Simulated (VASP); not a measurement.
# CuAu in VASP: single point with PBE

Aim: the single point of CuAu with PBE.

Everything below comes from runs of VASP 6.6.1. Logs are shortened: lines on timing, memory, paths and dates and some standing lists are left out, and cuts for length are marked.

## Step 1: The cell of the first run

The cell holds a slab with vacuum, 6 atoms: a = 2.800 Å, b = 2.800 Å, c = 24.175 Å, α = 90.00°, β = 90.00°, γ = 90.00°.

## Step 2: Single point, PBE

INCAR

```
SYSTEM = CuAu
PREC = Accurate ; ENCUT = 520
EDIFF = 1E-7 ; ISMEAR = -1
SIGMA = 0.05 ; LREAL = .False.
LASPH = .True. ; NELM = 60
ALGO = Normal ; ISIF = 2
LWAVE = .False. ; LCHARG = .True.
LDIPOL = .True. ; IDIPOL = 3
DIPOL = 0.5 0.5 0.500 ; GGA = PE
LELF = .True. ; LVHAR = .True.
LVACPOTAV = .True. ; NBANDS = 42
```

KPOINTS

```
Automatic mesh
0
Gamma
  9 9 1
  0 0 0
```

POSCAR

```
CuAu
1.0
    2.8000000000      0.0000000000      0.0000000000
    0.0000000000      2.8000000000      0.0000000000
    0.0000000000      0.0000000000     24.1750000000
Cu Au
3 3
Direct
    0.5000000000      0.5000000000      0.3102378490
    0.5000000000      0.5000000000      0.4620475698
    0.5000000000      0.5000000000      0.6138572906
    0.0000000000      0.0000000000      0.3861427094
    0.0000000000      0.0000000000      0.5379524302
    0.0000000000      0.0000000000      0.6897621510
```

Potentials or basis: VASP PAW PBE potentials, release 64 (Cu, Au).

On the command line:

```
$ cat potpaw_PBE.64/Cu/POTCAR potpaw_PBE.64/Au/POTCAR > POTCAR
$ mpirun -np 1 vasp_std > vasp.out
```

OUTCAR:

```text
SYSTEM = CuAu
   PREC = Accurate
   ENCUT = 520
   EDIFF = 1E-7
   ISMEAR = -1
   LREAL = .False.
   LASPH = .True.
   NELM = 60
   ISIF = 2
   GGA = PE

 ion  position               nearest neighbor table
   1  0.500  0.500  0.310-   4 2.70   4 2.70   4 2.70   4 2.70
   2  0.500  0.500  0.462-   4 2.70   5 2.70   4 2.70   5 2.70   4 2.70   5 2.70   4 2.70   5 2.70

   3  0.500  0.500  0.614-   6 2.70   6 2.70   6 2.70   6 2.70   5 2.70   5 2.70   5 2.70   5 2.70

   4  0.000  0.000  0.386-   1 2.70   1 2.70   1 2.70   1 2.70   2 2.70   2 2.70   2 2.70   2 2.70

   5  0.000  0.000  0.538-   2 2.70   3 2.70   2 2.70   3 2.70   2 2.70   3 2.70   2 2.70   3 2.70

   6  0.000  0.000  0.690-   3 2.70   3 2.70   3 2.70   3 2.70

  LATTYP: Found a simple tetragonal cell.
 ALAT       =     2.8000000000
 C/A-ratio  =     8.6339285714

  Lattice vectors:

 A1 = (   2.8000000000,   0.0000000000,   0.0000000000)
 A2 = (   0.0000000000,   2.8000000000,   0.0000000000)
 A3 = (   0.0000000000,   0.0000000000,  24.1750000000)

Analysis of symmetry for initial positions (statically):
=====================================================================
 Subroutine PRICEL returns:
 Original cell was already a primitive cell.

 Routine SETGRP: Setting up the symmetry group for a
 simple tetragonal supercell.

 Subroutine GETGRP returns: Found  8 space group operations
 (whereof  8 operations were pure point group operations)
 out of a pool of 16 trial point group operations.

The static configuration has the point symmetry C_4v.

Analysis of symmetry for dynamics (positions and initial velocities):
=====================================================================
 Subroutine PRICEL returns:
 Original cell was already a primitive cell.

 Routine SETGRP: Setting up the symmetry group for a
 simple tetragonal supercell.

 Subroutine GETGRP returns: Found  8 space group operations
 (whereof  8 operations were pure point group operations)
 out of a pool of 16 trial point group operations.

The dynamic configuration has the point symmetry C_4v.

 Subroutine INISYM returns: Found  8 space group operations
 (whereof  8 operations are pure point group operations),
 and found     1 'primitive' translations

----------------------------------------------------------------------------------------

                                     Primitive cell

  volume of cell :     189.5320

  direct lattice vectors                    reciprocal lattice vectors
     2.800000000  0.000000000  0.000000000     0.357142857  0.000000000  0.000000000
     0.000000000  2.800000000  0.000000000     0.000000000  0.357142857  0.000000000
     0.000000000  0.000000000 24.175000000     0.000000000  0.000000000  0.041365047

  length of vectors
     2.800000000  2.800000000 24.175000000     0.357142857  0.357142857  0.041365047

  position of ions in fractional coordinates (direct lattice)
     0.500000000  0.500000000  0.310237849
     0.500000000  0.500000000  0.462047570
     0.500000000  0.500000000  0.613857291
     0.000000000  0.000000000  0.386142709
     0.000000000  0.000000000  0.537952430
     0.000000000  0.000000000  0.689762151

  ion indices of the primitive-cell ions
   primitive index   ion index
                 1           1
                 2           2
                 3           3
                 4           4
                 5           5
                 6           6

----------------------------------------------------------------------------------------

 KPOINTS: Automatic mesh

Automatic generation of k-mesh.
 Grid dimensions read from file:
 generate k-points for:    9    9    1

 Generating k-lattice:

  Cartesian coordinates                     Fractional coordinates (reciprocal lattice)
     0.039682540  0.000000000  0.000000000     0.111111111  0.000000000  0.000000000
     0.000000000  0.039682540  0.000000000     0.000000000  0.111111111  0.000000000
     0.000000000  0.000000000  0.041365047     0.000000000  0.000000000  1.000000000

  Length of vectors
     0.039682540  0.039682540  0.041365047

  Shift w.r.t. Gamma in fractional coordinates (k-lattice)
     0.000000000  0.000000000  0.000000000

 Subroutine IBZKPT returns following result:
 ===========================================

 Found     15 irreducible k-points:

 Following reciprocal coordinates:
            Coordinates               Weight
  0.000000  0.000000  0.000000      1.000000
  0.111111  0.000000  0.000000      4.000000
  0.222222  0.000000  0.000000      4.000000
  0.333333  0.000000  0.000000      4.000000
  0.444444  0.000000  0.000000      4.000000
  0.111111  0.111111  0.000000      4.000000
  0.222222  0.111111  0.000000      8.000000
  0.333333  0.111111  0.000000      8.000000
  0.444444  0.111111  0.000000      8.000000
  0.222222  0.222222  0.000000      4.000000
  0.333333  0.222222  0.000000      8.000000
  0.444444  0.222222  0.000000      8.000000
  0.333333  0.333333  0.000000      4.000000
  0.444444  0.333333  0.000000      8.000000
  0.444444  0.444444  0.000000      4.000000
   k-points           NKPTS =     15   k-points in BZ     NKDIM =     15   number of bands    NBANDS=     42
   number of dos      NEDOS =    301   number of ions     NIONS =      6
   total plane-waves  NPLWV = 103680
   dimension x,y,z NGX =    24 NGY =   24 NGZ =  180
   dimension x,y,z NGXF=    48 NGYF=   48 NGZF=  360
   ions per type =               3   3
   NGX,Y,Z   is equivalent  to a cutoff of  14.25, 14.25, 12.38 a.u.
   NGXF,Y,Z  is equivalent  to a cutoff of  28.50, 28.50, 24.76 a.u.
 SYSTEM =  CuAu
   PREC   = accura    normal or accurate (medium, high low for compatibility)
   ISTART =      0    job   : 0-new  1-cont  2-samecut
   ICHARG =      2    charge: 1-file 2-atom 10-const
   ISPIN  =      1    spin polarized calculation?
   LNONCOLLINEAR =      F non collinear calculations
   LSORBIT =      F    spin-orbit coupling
   LASPH  =      T    aspherical Exc in radial PAW
   ENCUT  =  520.0 eV  38.22 Ry    6.18 a.u.   5.21  5.21 44.95*2*pi/ulx,y,z
   NELM   =     60;   NELMIN=  2; NELMDL= -5     # of ELM steps
   EDIFF  = 0.1E-06   stopping-criterion for ELM
   LREAL  =      F    real-space projection
   EDIFFG = 0.1E-05   stopping-criterion for IOM
   NSW    =      0    number of steps for IOM
   IBRION =     -1    ionic relax: 0-MD 1-quasi-New 2-CG
   NFREE  =      0    steps in history (QN), initial steepest desc. (CG)
   ISIF   =      2    stress and relaxation
   ISYM   =      2    0-nonsym 1-usesym 2-fastsym
   POTIM  = 0.5000    time-step for ionic-motion
   TEBEG  =    0.0;   TEEND  =   0.0 temperature during run
   PSTRESS=    0.0 pullay stress
   NELECT =      66.0000    total number of electrons
   NUPDOWN=      -1.0000    fix difference up-down
   EMIN   =  10.00;   EMAX   =-10.00  energy-range for DOS
   EFERMI =   0.00;   METHOD = LEGACY
   ISMEAR =    -1;   SIGMA  =   0.05  broadening in eV -4-tet -1-fermi 0-gaus
   EFERMI_NEDOS =   21; number of points for ismear=-14 and -15
   IALGO  =     38    algorithm
   IMIX   =      4    mixing-type and parameters
     AMIX     =   0.40;   BMIX     =  1.00
     AMIX_MAG =   1.60;   BMIX_MAG =  1.00
  volume/ion in A,a.u.               =      31.59       213.17
  Fermi-wavevector in a.u.,A,eV,Ry     =   1.151760  2.176511 18.048821  1.326551
  Thomas-Fermi vector in A             =   2.288415
   LORBIT       =      0    0 simple, 1 ext, 2 COOP (PROOUT), +10 PAW based schemes
   GGA     = PE    functional components
[... 5 lines left out ...]
 non-spin polarized calculation
  energy-cutoff  :      520.00
  volume of cell :      189.53
 maximum number of plane-waves:      5161
 NGX is ok and might be reduce to    24
   NGX = 11   NGY = 11   NGZ = 89

 dipolmoment           0.000000      0.000000     -0.157283 electrons x Angstroem

 number of electron      66.0000023 magnetization

 dipolmoment           0.000000      0.000000      0.023425 electrons x Angstroem

 Free energy of the ion-electron system (eV)
  ---------------------------------------------------
  ext. energy  EPLUGINS =         0.00000000
  ---------------------------------------------------
  free energy    TOTEN  =       -20.03513899 eV

  energy without entropy =      -20.01510396  energy(sigma->0) =      -20.02512147

 E-fermi :   1.3637     XC(G=0):  -6.5708

 val. band max:        1.3352309043   @ k =   0.3333   0.1111   0.0000
 cond. band min:       1.4498718910   @ k =   0.4444   0.0000   0.0000
 fundamental gap:      0.1146409867
 Fermi energy:         1.3637496351

 k-point     1 :       0.0000    0.0000    0.0000
  band No.  band energies     occupation
      1      -8.0705      2.00000
      2      -7.2285      2.00000
      3      -6.1035      2.00000
      4      -5.1441      2.00000
      5      -5.0044      2.00000
      6      -4.9109      2.00000
[... 34 lines left out ...]
     41       8.7120      0.00000
     42      10.6237      0.00000

 k-point     2 :       0.1111    0.0000    0.0000
  band No.  band energies     occupation
      1      -7.7853      2.00000
      2      -6.9508      2.00000
      3      -5.8461      2.00000
      4      -5.0035      2.00000
      5      -4.8432      2.00000
      6      -4.7500      2.00000
[... 34 lines left out ...]
     41       8.8766      0.00000
     42      10.0971      0.00000

 k-point     3 :       0.2222    0.0000    0.0000
  band No.  band energies     occupation
      1      -7.0142      2.00000
      2      -6.2680      2.00000
      3      -5.3409      2.00000
      4      -4.7734      2.00000
      5      -4.3646      2.00000
      6      -4.2907      2.00000
[... 492 lines left out ...]
      4      -4.3313      2.00000
      5      -4.0169      2.00000
      6      -3.9518      2.00000
[... 34 lines left out ...]
     41       8.8119      0.00000
     42       9.6202      0.00000

 k-point    15 :       0.4444    0.4444    0.0000
  band No.  band energies     occupation
      1      -5.5187      2.00000
      2      -5.2449      2.00000
      3      -4.3935      2.00000
      4      -4.3381      2.00000
      5      -4.3001      2.00000
      6      -4.2744      2.00000
[... 34 lines left out ...]
     41       8.5101      0.00000
     42       8.7165      0.00000

------------------------ aborting loop because EDIFF is reached ----------------------------------------

  FORCE on cell =-STRESS in cart. coord.  units (eV):
  Direction    XX          YY          ZZ          XY          YZ          ZX
  --------------------------------------------------------------------------------------
  -------------------------------------------------------------------------------------
  Total        1.2319691      1.2319691      1.6769116      0.0000000      0.0000000      0.0000000
  in kB       10.4142462     10.4142462     14.1754943      0.0000000      0.0000000      0.0000000
  external PRESSURE =      11.6679956 kB  Pullay stress =       0.0000000 kB

 VOLUME and BASIS-vectors are now :
 -----------------------------------------------------------------------------
  energy-cutoff  :      520.00
  volume of cell :      189.53
      direct lattice vectors                 reciprocal lattice vectors
     2.800000000  0.000000000  0.000000000     0.357142857  0.000000000  0.000000000
     0.000000000  2.800000000  0.000000000     0.000000000  0.357142857  0.000000000
     0.000000000  0.000000000 24.175000000     0.000000000  0.000000000  0.041365047

 POSITION                                       TOTAL-FORCE (eV/Angst)
 -----------------------------------------------------------------------------------
      1.40000      1.40000      7.50000        -0.000000      0.000000      0.023015
      1.40000      1.40000     11.17000        -0.000000      0.000000      0.000166
      1.40000      1.40000     14.84000         0.000000     -0.000000      0.264700
      0.00000      0.00000      9.33500        -0.000000      0.000000     -0.327571
      0.00000      0.00000     13.00500        -0.000000      0.000000     -0.009197
      0.00000      0.00000     16.67500        -0.000000      0.000000      0.048887
 -----------------------------------------------------------------------------------
    total drift:                                0.000000     -0.000000     -0.000928

  FREE ENERGIE OF THE ION-ELECTRON SYSTEM (eV)
  ---------------------------------------------------
  free  energy   TOTEN  =       -20.0351389897 eV

  energy  without entropy=      -20.0151039601  energy(sigma->0) =      -20.02512147

 vacuum level on the upper side and lower side of the slab         6.447         5.906
```

It took 11 min on 1 thread of Intel Xeon 8259CL, shared host; peak memory 0.36 GiB.

Results:

| Quantity | Value |
| --- | --- |
| Free energy | -20.0351 eV |
| Largest force | 0.328 eV/Å |
| Band gap on the k mesh | zero (band 33 reaches 3.46 eV, above the bottom of band 34 at 0.04 eV) |

Forces in eV/Å, atoms in the order of the input:
```
Cu   0.000  0.000  0.023
Cu   0.000  0.000  0.000
Cu   0.000  0.000  0.265
Au   0.000  0.000 -0.328
Au   0.000  0.000 -0.009
Au   0.000  0.000  0.049
```

Levels at points of the mesh, in eV from the Fermi level:
```tsv
k point	band 31	band 32	band 33	band 34	band 35	band 36	band 37	band 38
(0.00, 0.00, 0.00)	-1.49	-1.34	-1.33	-1.33	-1.14	0.76	1.93	4.51
```

Caveat: spin-orbit coupling is left out, which moves the levels of the heavy elements.
